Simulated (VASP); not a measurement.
Wanted: the native input for a VASP 6.6.1 run.

```
Task                   : single point
Functional             : PBE
Potentials or basis    : VASP PAW PBE potentials, release 64 (Al, Cl)
Cutoff                 : 500 eV
k mesh                 : 3 × 3 × 3
Occupations            : gaussian, width 0.2 eV
Spin                   : no spin polarisation
Dipole correction      : no
Further INCAR settings : ALGO = Normal; EDIFF = 1e-06; NBANDS = 26
```

The structure of Al3Cl lies in POSCAR:

```
Al3Cl
1.0
    4.2212596388      2.4371453888      2.5669860514
   -4.2212596388      2.4371453888      2.5669860514
    0.0000000000     -4.8742907775      2.5669860514
Al Cl
6 2
Direct
    0.6162558861      0.8837441139      0.2500000000
    0.2500000000      0.6162558861      0.8837441139
    0.8837441139      0.2500000000      0.6162558861
    0.3837441139      0.1162558861      0.7500000000
    0.7500000000      0.3837441139      0.1162558861
    0.1162558861      0.7500000000      0.3837441139
    0.0000000000      0.0000000000      0.0000000000
    0.5000000000      0.5000000000      0.5000000000
```

One way to write it, as run:

INCAR

```
SYSTEM = Al3Cl
PREC     = Accurate       ! precision mode
ENCUT    = 500            ! plane-wave cutoff, eV
EDIFF    = 1E-6           ! SCF threshold, eV
ISMEAR   = 0              ! smearing method
SIGMA    = 0.2            ! smearing width, eV
LREAL    = .False.        ! projectors in reciprocal space
LASPH    = .True.         ! aspherical terms in the spheres
NELM     = 120            ! most SCF steps
ALGO     = Normal         ! electronic algorithm
ISIF     = 2              ! what is computed and relaxed
LWAVE    = .False.        ! write WAVECAR
LCHARG   = .False.        ! write CHGCAR
GGA      = PE             ! functional
NBANDS   = 26             ! bands
GGA_COMPAT= .False.
```

KPOINTS

```
Automatic mesh
0
Gamma
  3 3 3
  0 0 0
```

Potentials or basis: VASP PAW PBE potentials, release 64 (Al, Cl).

The run is started by

```console
$ cat potpaw_PBE.64/Al/POTCAR potpaw_PBE.64/Cl/POTCAR > POTCAR
$ mpirun -np 1 vasp_std > vasp.out
```

It gave:

```json
{"Pressure": "0.2 GPa", "Largest force": "0.020 eV/Å", "Band gap on the k mesh": "zero (band 16 reaches 6.28 eV, above the bottom of band 17 at 5.61 eV)"}
```

Caveat: the k points lie up to 0.39 Å⁻¹ apart.

Wall time 17 s on 1 thread of Intel Xeon 6975P-C (shared host), peak memory 0.24 GiB.
